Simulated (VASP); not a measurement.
Write the native input for VASP 6.6.1 that does the following.

| Quantity | Value |
| --- | --- |
| Task | relaxation of cell and atoms |
| Functional | LDA |
| Potentials or basis | VASP PAW LDA potentials, release 64 (Au) |
| Cutoff | 600 eV |
| k mesh | 18 × 18 × 18 |
| Occupations | gaussian, width 0.1 eV |
| Spin | no spin polarisation |
| Dipole correction | no |
| Further INCAR settings | ALGO = Normal; EDIFF = 1e-07; IBRION = 2; EDIFFG = -0.005; NSW = 100; ISIF = 3 |

The structure of Au lies in POSCAR:

```
Au
1.0
    0.0000000000      2.0287962929      2.0287962929
    2.0287962929      0.0000000000      2.0287962929
    2.0287962929      2.0287962929      0.0000000000
Au
1
Direct
    0.0000000000      0.0000000000      0.0000000000
```

The input as run:

INCAR

```
SYSTEM = Au
PREC = Accurate ; ENCUT = 600
EDIFF = 1E-7 ; ISMEAR = 0
SIGMA = 0.1 ; LREAL = .False.
LASPH = .True. ; NELM = 60
ALGO = Normal ; ISIF = 3
LWAVE = .False. ; LCHARG = .False.
GGA = CA ; IBRION = 2
NSW = 100 ; EDIFFG = -0.005
```

KPOINTS

```
regular mesh
0
Gamma
  18 18 18
  0 0 0
```

Potentials or basis: VASP PAW LDA potentials, release 64 (Au).

Run with:

```console
$ cat potpaw_LDA.64/Au/POTCAR > POTCAR
$ mpirun -np 1 vasp_std > vasp.out
```

It gave:

* Relaxed volume: 16.64 Å³/atom
* Relaxed cell: a = 2.866 Å, b = 2.866 Å, c = 2.866 Å, α = 60.00°, β = 60.00°, γ = 60.00°
* Space group after relaxing (to 0.05 Å): Fm-3m (No. 225)
* Energy gained by relaxing: 0.1 meV/atom
* Ionic steps: 3
* Pressure after relaxing: 0.0 GPa

It took 22 s on 1 thread of Intel(R) Xeon(R) Platinum 8488C (Sapphire Rapids), on a shared host, peak memory 0.16 GiB.
